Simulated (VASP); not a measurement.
# W in VASP: single point with PBE

Aim: the single point of W with PBE.

Program: VASP 6.6.1. These are calculated values, not measurements. Logs are shortened: lines on timing, memory, paths and dates and some standing lists are left out, and cuts for length are marked.

**1. The cell of the first run**

The cell holds a slab with vacuum, 20 atoms: a = 6.367 Å, b = 6.367 Å, c = 26.856 Å, α = 90.00°, β = 90.00°, γ = 90.00°.

**2. Single point, PBE**

Contents of INCAR:

```
SYSTEM = W
PREC     = Accurate       ! precision mode
ENCUT    = 520            ! plane-wave cutoff, eV
EDIFF    = 1E-6           ! SCF threshold, eV
ISMEAR   = 0              ! smearing method
SIGMA    = 0.1            ! smearing width, eV
LREAL    = Auto         
LASPH    = .True.         ! aspherical terms in the spheres
NELM     = 80             ! most SCF steps
ALGO     = Fast           ! electronic algorithm
ISIF     = 2              ! what is computed and relaxed
LWAVE    = .False.        ! write WAVECAR
LCHARG   = .False.        ! write CHGCAR
LDIPOL   = .True.       
IDIPOL   = 3            
DIPOL    = 0.5 0.5 0.416
GGA      = PE             ! functional
NBANDS   = 156            ! bands
```

Contents of KPOINTS:

```
Automatic mesh
0
Gamma
  3 3 1
  0 0 0
```

Contents of POSCAR:

```
W
1.0
    6.3671172898      0.0000000000      0.0000000000
    0.0000000000      6.3671172898      0.0000000000
    0.0000000000      0.0000000000     26.8559172898
W
20
Direct
    0.2500000000      0.7500000000      0.2978859338
    0.2500000000      0.2500000000      0.2978859338
    0.7500000000      0.7500000000      0.2978859338
    0.7500000000      0.2500000000      0.2978859338
    0.5000000000      0.5000000000      0.3571570175
    0.5000000000      0.0000000000      0.3571570175
    0.0000000000      0.5000000000      0.3571570175
    0.0000000000      0.0000000000      0.3571570175
    0.7523803093      0.2484082432      0.4159327813
    0.7475314653      0.7515941476      0.4159502233
    0.2490416299      0.2515850080      0.4159149697
    0.2508826717      0.7484103084      0.4159340306
    0.0020535081     -0.0026186034      0.4755424638
   -0.0064879768      0.5050663970      0.4759459167
    0.4977661975      0.0024981447      0.4755200837
    0.5063432627      0.4948763155      0.4759720430
    0.2760171306      0.7167043631      0.5303282544
    0.2238304591      0.2832031910      0.5302612684
    0.7237689872      0.7854122163      0.5337497616
    0.7759406568      0.2142314355      0.5337522604
```

Potentials or basis: VASP PAW PBE potentials, release 64 (W_sv).

On the command line:

```console
cat potpaw_PBE.64/W_sv/POTCAR > POTCAR
mpirun -np 1 vasp_std > vasp.out
```

OUTCAR:

```text
SYSTEM = W
   PREC = Accurate
   ENCUT = 520
   EDIFF = 1E-6
   ISMEAR = 0
   LREAL = Auto
   LASPH = .True.
   NELM = 80
   ISIF = 2
   GGA = PE

 ion  position               nearest neighbor table
   1  0.250  0.750  0.298-   5 2.76   6 2.76   7 2.76   8 2.76  12 3.17   3 3.18   2 3.18   2 3.18
                             3 3.18
   2  0.250  0.250  0.298-   5 2.76   6 2.76   7 2.76   8 2.76  11 3.17   4 3.18   1 3.18   1 3.18
                             4 3.18
   3  0.750  0.750  0.298-   5 2.76   6 2.76   7 2.76   8 2.76  10 3.17   4 3.18   1 3.18   4 3.18
                             1 3.18
   4  0.750  0.250  0.298-   5 2.76   6 2.76   7 2.76   8 2.76   9 3.17   3 3.18   2 3.18   3 3.18
                             2 3.18
   5  0.500  0.500  0.357-  12 2.74  10 2.75  11 2.75   4 2.76   1 2.76   2 2.76   3 2.76   9 2.76
                             6 3.18   7 3.18   6 3.18   7 3.18  16 3.19
   6  0.500  0.000  0.357-  10 2.73  12 2.75   9 2.75   4 2.76   1 2.76   2 2.76   3 2.76  11 2.76
                            15 3.18   8 3.18   5 3.18   5 3.18   8 3.18
   7  0.000  0.500  0.357-  11 2.74   9 2.75  12 2.75   4 2.76   1 2.76   2 2.76   3 2.76  10 2.76
                             5 3.18   8 3.18   8 3.18   5 3.18  14 3.19
   8  0.000  0.000  0.357-   9 2.73  11 2.75  10 2.75   4 2.76   1 2.76   2 2.76   3 2.76  12 2.76
                            13 3.18   7 3.18   6 3.18   7 3.18   6 3.18
   9  0.752  0.248  0.416-   8 2.73  16 2.74   7 2.75   6 2.75  14 2.76   5 2.76  15 2.76  13 2.76
[... 5 lines left out ...]
  12  0.251  0.748  0.416-   5 2.74   7 2.75   6 2.75  13 2.75   8 2.76  15 2.77  14 2.77  16 2.80
                            17 3.08  10 3.16  11 3.16   1 3.17  11 3.20  10 3.20
  13  0.002  0.997  0.476-  20 2.53  19 2.72  18 2.73  12 2.75  10 2.76   9 2.76  11 2.77  17 2.90
                            14 3.14  15 3.16   8 3.18  15 3.21  14 3.23
  14  0.994  0.505  0.476-  18 2.50  17 2.68  10 2.74   9 2.76  12 2.77  20 2.79  11 2.80  19 2.92
                            16 3.10  13 3.14   7 3.19  13 3.23  16 3.27
  15  0.498  0.002  0.476-  19 2.54  20 2.72  17 2.73  11 2.75  10 2.76   9 2.76  12 2.77  18 2.90
                            16 3.14  13 3.16   6 3.18  13 3.21  16 3.23
  16  0.506  0.495  0.476-  17 2.51  18 2.68   9 2.74  10 2.76  11 2.77  19 2.78  12 2.80  20 2.92
                            14 3.10  15 3.14   5 3.19  15 3.23  14 3.27
  17  0.276  0.717  0.530-  16 2.51  14 2.68  15 2.73  18 2.78  19 2.89  13 2.90  12 3.08
  18  0.224  0.283  0.530-  14 2.50  16 2.68  13 2.73  17 2.78  20 2.89  15 2.90  11 3.08
  19  0.724  0.785  0.534-  15 2.54  13 2.72  20 2.75  16 2.78  17 2.89  14 2.92  10 3.17
  20  0.776  0.214  0.534-  13 2.53  15 2.72  19 2.75  14 2.79  18 2.89  16 2.92   9 3.18

  LATTYP: Found a simple tetragonal cell.
 ALAT       =     6.3671172898
 C/A-ratio  =     4.2179083669

  Lattice vectors:

 A1 = (   6.3671172898,   0.0000000000,   0.0000000000)
 A2 = (   0.0000000000,   6.3671172898,   0.0000000000)
 A3 = (   0.0000000000,   0.0000000000,  26.8559172898)

Analysis of symmetry for initial positions (statically):
=====================================================================
 Subroutine PRICEL returns:
 Original cell was already a primitive cell.

 Routine SETGRP: Setting up the symmetry group for a
 simple tetragonal supercell.

 Subroutine GETGRP returns: Found  1 space group operations
 (whereof  1 operations were pure point group operations)
 out of a pool of 16 trial point group operations.

The static configuration has the point symmetry C_1 .

Analysis of symmetry for dynamics (positions and initial velocities):
=====================================================================
 Subroutine PRICEL returns:
 Original cell was already a primitive cell.

 Routine SETGRP: Setting up the symmetry group for a
 simple tetragonal supercell.

 Subroutine GETGRP returns: Found  1 space group operations
 (whereof  1 operations were pure point group operations)
 out of a pool of 16 trial point group operations.

The dynamic configuration has the point symmetry C_1 .

 Subroutine INISYM returns: Found  1 space group operations
 (whereof  1 operations are pure point group operations),
 and found     1 'primitive' translations

----------------------------------------------------------------------------------------

                                     Primitive cell

  volume of cell :    1088.7438

  direct lattice vectors                    reciprocal lattice vectors
     6.367117290  0.000000000  0.000000000     0.157056947  0.000000000  0.000000000
     0.000000000  6.367117290  0.000000000     0.000000000  0.157056947  0.000000000
     0.000000000  0.000000000 26.855917290     0.000000000  0.000000000  0.037235742

  length of vectors
     6.367117290  6.367117290 26.855917290     0.157056947  0.157056947  0.037235742

  position of ions in fractional coordinates (direct lattice)
     0.250000000  0.750000000  0.297885934
     0.250000000  0.250000000  0.297885934
     0.750000000  0.750000000  0.297885934
     0.750000000  0.250000000  0.297885934
     0.500000000  0.500000000  0.357157018
     0.500000000  0.000000000  0.357157018
[... 12 lines left out ...]
     0.723768987  0.785412216  0.533749762
     0.775940657  0.214231435  0.533752260

  ion indices of the primitive-cell ions
   primitive index   ion index
                 1           1
                 2           2
                 3           3
                 4           4
                 5           5
                 6           6
[... 12 lines left out ...]
                19          19
                20          20

----------------------------------------------------------------------------------------

 KPOINTS: Automatic mesh

Automatic generation of k-mesh.
 Grid dimensions read from file:
 generate k-points for:    3    3    1

 Generating k-lattice:

  Cartesian coordinates                     Fractional coordinates (reciprocal lattice)
     0.052352316  0.000000000  0.000000000     0.333333333  0.000000000  0.000000000
     0.000000000  0.052352316  0.000000000     0.000000000  0.333333333  0.000000000
     0.000000000  0.000000000  0.037235742     0.000000000  0.000000000  1.000000000

  Length of vectors
     0.052352316  0.052352316  0.037235742

  Shift w.r.t. Gamma in fractional coordinates (k-lattice)
     0.000000000  0.000000000  0.000000000

 Subroutine IBZKPT returns following result:
 ===========================================

 Found      5 irreducible k-points:

 Following reciprocal coordinates:
            Coordinates               Weight
  0.000000  0.000000  0.000000      1.000000
  0.333333  0.000000  0.000000      2.000000
  0.000000  0.333333  0.000000      2.000000
  0.333333  0.333333  0.000000      2.000000
 -0.333333  0.333333  0.000000      2.000000
   k-points           NKPTS =      5   k-points in BZ     NKDIM =      5   number of bands    NBANDS=    156
   number of dos      NEDOS =    301   number of ions     NIONS =     20
   total plane-waves  NPLWV = 460800
   dimension x,y,z NGX =    48 NGY =   48 NGZ =  200
   dimension x,y,z NGXF=    96 NGYF=   96 NGZF=  400
   ions per type =              20
   NGX,Y,Z   is equivalent  to a cutoff of  12.53, 12.53, 12.38 a.u.
   NGXF,Y,Z  is equivalent  to a cutoff of  25.07, 25.07, 24.76 a.u.
 SYSTEM =  W
   PREC   = accura    normal or accurate (medium, high low for compatibility)
   ISTART =      0    job   : 0-new  1-cont  2-samecut
   ICHARG =      2    charge: 1-file 2-atom 10-const
   ISPIN  =      1    spin polarized calculation?
   LNONCOLLINEAR =      F non collinear calculations
   LSORBIT =      F    spin-orbit coupling
   LASPH  =      T    aspherical Exc in radial PAW
   ENCUT  =  520.0 eV  38.22 Ry    6.18 a.u.  11.84 11.84 49.93*2*pi/ulx,y,z
   NELM   =     80;   NELMIN=  2; NELMDL= -5     # of ELM steps
   EDIFF  = 0.1E-05   stopping-criterion for ELM
   LREAL  =      T    real-space projection
   EDIFFG = 0.1E-04   stopping-criterion for IOM
   NSW    =      0    number of steps for IOM
   IBRION =     -1    ionic relax: 0-MD 1-quasi-New 2-CG
   NFREE  =      0    steps in history (QN), initial steepest desc. (CG)
   ISIF   =      2    stress and relaxation
   ISYM   =      2    0-nonsym 1-usesym 2-fastsym
   POTIM  = 0.5000    time-step for ionic-motion
   TEBEG  =    0.0;   TEEND  =   0.0 temperature during run
   PSTRESS=    0.0 pullay stress
   NELECT =     280.0000    total number of electrons
   NUPDOWN=      -1.0000    fix difference up-down
   EMIN   =  10.00;   EMAX   =-10.00  energy-range for DOS
   EFERMI =   0.00;   METHOD = LEGACY
   ISMEAR =     0;   SIGMA  =   0.10  broadening in eV -4-tet -1-fermi 0-gaus
   EFERMI_NEDOS =   21; number of points for ismear=-14 and -15
   IALGO  =     68    algorithm
   IMIX   =      4    mixing-type and parameters
     AMIX     =   0.40;   BMIX     =  1.00
     AMIX_MAG =   1.60;   BMIX_MAG =  1.00
  volume/ion in A,a.u.               =      54.44       367.36
  Fermi-wavevector in a.u.,A,eV,Ry     =   1.041084  1.967363 14.746744  1.083855
  Thomas-Fermi vector in A             =   2.175688
   LORBIT       =      0    0 simple, 1 ext, 2 COOP (PROOUT), +10 PAW based schemes
   GGA     = PE    functional components
   LHFCALC =     F    Hartree Fock is set to
   AEXX    =    0.0000 exact exchange contribution
   IVDW    =     0    specifies the selected vdW correction
   LEPSILON=     F    determine dielectric tensor
   LRPA    =     F    only Hartree local field effects (RPA)
 non-spin polarized calculation
 RMM-DIIS sequential band-by-band and
 Gauss-broadening in eV      SIGMA  =   0.10
  energy-cutoff  :      520.00
  volume of cell :     1088.74
 maximum number of plane-waves:     29359
   NGX = 23   NGY = 23   NGZ = 99

 dipolmoment           0.000000      0.000000     -0.212520 electrons x Angstroem

 number of electron     279.9999994 magnetization

 dipolmoment           0.000000      0.000000      0.038750 electrons x Angstroem

 Free energy of the ion-electron system (eV)
  ---------------------------------------------------
  ext. energy  EPLUGINS =         0.00000000
  ---------------------------------------------------
  free energy    TOTEN  =      -238.16445995 eV

  energy without entropy =     -238.04876263  energy(sigma->0) =     -238.10661129

 E-fermi :   0.4027     XC(G=0):  -4.9208

 val. band max:        0.3858813795   @ k =   0.3333   0.0000   0.0000
 cond. band min:       0.4394731906   @ k =   0.0000   0.3333   0.0000
 fundamental gap:      0.0535918111
 Fermi energy:         0.4027318111

 k-point     1 :       0.0000    0.0000    0.0000
  band No.  band energies     occupation
      1     -73.7649      2.00000
      2     -73.7227      2.00000
      3     -73.7223      2.00000
      4     -73.7139      2.00000
      5     -73.6823      2.00000
      6     -73.6579      2.00000
[... 764 lines left out ...]
    151       1.5170      0.00000
    152       1.5612      0.00000
 [bands above 152 left out]

------------------------ aborting loop because EDIFF is reached ----------------------------------------

 vacuum level on the upper side and lower side of the slab       (xc-potential included)         0.079        -0.091

  FORCE on cell =-STRESS in cart. coord.  units (eV):
  Direction    XX          YY          ZZ          XY          YZ          ZX
  --------------------------------------------------------------------------------------
  -------------------------------------------------------------------------------------
  Total      -25.7954782    -25.0871400    -10.4033739     -1.3336671      0.0194676      0.0263621
  in kB      -37.9601985    -36.9178198    -15.3094327     -1.9626024      0.0286483      0.0387941
  external PRESSURE =     -30.0624836 kB  Pullay stress =       0.0000000 kB

 VOLUME and BASIS-vectors are now :
 -----------------------------------------------------------------------------
  energy-cutoff  :      520.00
  volume of cell :     1088.74
      direct lattice vectors                 reciprocal lattice vectors
     6.367117290  0.000000000  0.000000000     0.157056947  0.000000000  0.000000000
     0.000000000  6.367117290  0.000000000     0.000000000  0.157056947  0.000000000
     0.000000000  0.000000000 26.855917290     0.000000000  0.000000000  0.037235742

 POSITION                                       TOTAL-FORCE (eV/Angst)
 -----------------------------------------------------------------------------------
      1.59178      4.77534      8.00000         0.015483     -0.011714      1.488829
      1.59178      1.59178      8.00000        -0.015995      0.012425      1.487152
      4.77534      4.77534      8.00000        -0.008809      0.012761      1.504157
      4.77534      1.59178      8.00000         0.007997     -0.012684      1.503244
      3.18356      3.18356      9.59178        -0.033372      0.012405     -1.534639
      3.18356      0.00000      9.59178        -0.001331      0.040347     -1.573474
[... 12 lines left out ...]
      4.60832      5.00081     14.33434        -0.063834     -0.055371     -0.561479
      4.94051      1.36404     14.33441         0.065121      0.063304     -0.564454
 -----------------------------------------------------------------------------------
    total drift:                               -0.000685     -0.000816     -0.010544

  FREE ENERGIE OF THE ION-ELECTRON SYSTEM (eV)
  ---------------------------------------------------
  free  energy   TOTEN  =      -238.1644599506 eV

  energy  without entropy=     -238.0487626332  energy(sigma->0) =     -238.10661129

 vacuum level on the upper side and lower side of the slab         4.726         4.553
```

It took 48 min on 1 thread of Oxide Virtual Turin-like, shared host; peak memory 1.1 GiB.

What came out:

```yaml
Free_energy: -238.1645 eV
Largest_force: 1.574 eV/Å
Band_gap_on_the_k_mesh: zero (bands 140 and 141 overlap by 0.10 eV)
```

Forces in eV/Å, atoms in the order of the input:
```
W    0.015 -0.012  1.489
W   -0.016  0.012  1.487
W   -0.009  0.013  1.504
W    0.008 -0.013  1.503
W   -0.033  0.012 -1.535
W   -0.001  0.040 -1.573
W    0.031 -0.011 -1.536
W   -0.001 -0.043 -1.572
W   -0.048 -0.030  0.080
W    0.048  0.026  0.073
W   -0.047  0.059  0.065
W    0.047 -0.062  0.058
W    0.063 -0.001  0.232
W   -0.044 -0.056  0.024
W   -0.059  0.003  0.245
W    0.044  0.056  0.013
W    0.011  0.164  0.273
W   -0.010 -0.167  0.295
W   -0.064 -0.055 -0.561
W    0.065  0.063 -0.564
```

Levels at points of the mesh, in eV from the Fermi level:
```
           k point  band 138  band 139  band 140  band 141  band 142  band 143
(0.00, 0.00, 0.00)     -0.22     -0.18     -0.04      0.06      0.12      0.14
```

Caveat: spin-orbit coupling is left out, which moves the levels of the heavy elements.

The gap in the log of VASP goes by the Fermi energy; the results here count the filled bands.